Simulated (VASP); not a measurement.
Write the native input for VASP 6.6.1 that does the following.

```yaml
Task: single point
Functional: r2SCAN
Potentials_or_basis: VASP PAW PBE potentials, release 64 (Hf_pv, N)
Cutoff: 520 eV
k_mesh: 18 × 18 × 10
Occupations: gaussian, width 0.15 eV
Spin: no spin polarisation
Dipole_correction: no
Further_INCAR_settings: ALGO = Normal; EDIFF = 1e-06; NBANDS = 23
```

The system is HfN.

```
CELL_PARAMETERS angstrom
3.09714 0.00000 0.00000
-1.54857 2.68220 0.00000
0.00000 0.00000 5.50662
ATOMIC_POSITIONS crystal
Hf 0.66667 0.33333 0.75000
Hf 0.33333 0.66667 0.25000
N 0.00000 0.00000 0.00000
N 0.00000 0.00000 0.50000
```

This cell differs from its parent crystal: strain -0.015 along x and y, +0.015 along z.

One way to write it, as run:

POSCAR

```
HfN
1.0
    3.0971365670      0.0000000000      0.0000000000
   -1.5485682835      2.6821989460      0.0000000000
    0.0000000000      0.0000000000      5.5066236440
Hf N
2 2
Direct
    0.6666666667      0.3333333333      0.7500000000
    0.3333333333      0.6666666667      0.2500000000
    0.0000000000      0.0000000000      0.0000000000
    0.0000000000      0.0000000000      0.5000000000
```

INCAR.step1

```
PREC     = Accurate       # precision mode
ENCUT    = 520            # plane-wave cutoff, eV
ISMEAR   = 0              # smearing method
SIGMA    = 0.15           # smearing width, eV
LREAL    = False          # projectors in reciprocal space
LASPH    = True           # aspherical terms in the spheres
NELM     = 80             # most SCF steps
NBANDS   = 23             # bands
GGA      = PE             # functional
ALGO     = Normal         # electronic algorithm
EDIFF    = 1E-4           # SCF threshold, eV
LWAVE    = True           # write WAVECAR
LCHARG   = False          # write CHGCAR
```

INCAR.step2

```
PREC     = Accurate       # precision mode
ENCUT    = 520            # plane-wave cutoff, eV
EDIFF    = 1E-6           # SCF threshold, eV
ISMEAR   = 0              # smearing method
SIGMA    = 0.15           # smearing width, eV
LREAL    = False          # projectors in reciprocal space
LASPH    = True           # aspherical terms in the spheres
NELM     = 80             # most SCF steps
ALGO     = Normal         # electronic algorithm
ISIF     = 2              # what is computed and relaxed
LWAVE    = False          # write WAVECAR
LCHARG   = False          # write CHGCAR
METAGGA  = R2SCAN         # meta-GGA
LMIXTAU  = True         
NBANDS   = 23             # bands
ISTART   = 1
```

KPOINTS

```
regular mesh
0
Gamma
  18 18 10
```

Potentials or basis: VASP PAW PBE potentials, release 64 (Hf_pv, N).

Run with:

```bash
$ cat potpaw_PBE.64/Hf_pv/POTCAR potpaw_PBE.64/N/POTCAR > POTCAR
$ cp INCAR.step1 INCAR
$ mpirun -np 1 vasp_std > vasp.out
$ cp INCAR.step2 INCAR
$ mpirun -np 1 vasp_std > vasp.out
```

It gave:

```yaml
Pressure: 1.8 GPa
Band_gap_on_the_k_mesh: zero (bands 15 and 16 overlap by 2.31 eV)
```

Caveat: the cell differs from its parent crystal (strain -0.015 along x and y, +0.015 along z); the stress differs along the axes, from -7 to 6 GPa; the PAW data sets were made with another functional, which shifts forces and pressure a little; spin-orbit coupling is left out, which moves the levels of the heavy elements.

Run time: 4.7 min on 1 thread of Intel(R) Xeon(R) 6975P-C (Granite Rapids), on a shared host, peak memory 0.33 GiB.
